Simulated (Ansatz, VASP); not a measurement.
# MgSe: VASP beside Ansatz

```xyz
2
Lattice="0.0000 2.7246 2.7246 2.7246 0.0000 2.7246 2.7246 2.7246 0.0000" Properties=species:S:1:pos:R:3 pbc="T T T"
Mg    0.0000    0.0000    0.0000
Se    2.7246    2.7246    2.7246
```

Alike in both runs: functional PBEsol; k mesh 8 × 8 × 8; occupations gaussian, width 0.02 eV; no spin polarisation.

Ansatz relaxed the structure, and its values are those at the end. VASP's run is a single point on that final structure, the one shown.

|  | VASP | Ansatz |
| --- | --- | --- |
| version | VASP 6.6.1 | Ansatz 0.2.0 |
| potentials or method | VASP PAW PBE potentials, release 64 (Mg, Se), cutoff 600 eV | scalar-relativistic, plane waves, PAW |
| valence electrons in the cell | 8 | 26 |

```csv
,VASP,Ansatz,Ansatz less VASP
gap on the k mesh at the Fermi level (eV),1.76,1.78,+0.014
least direct gap on the mesh (eV),2.51,2.51,0.000
pressure (GPa),0.0,0.0,+0.04
```

VASP's potentials were made for PBE, not for PBEsol, and Ansatz warns of the same on its side. VASP's potentials hold 8 valence electrons a cell and Ansatz's 26, so a difference there can come from the potentials and not from the codes.
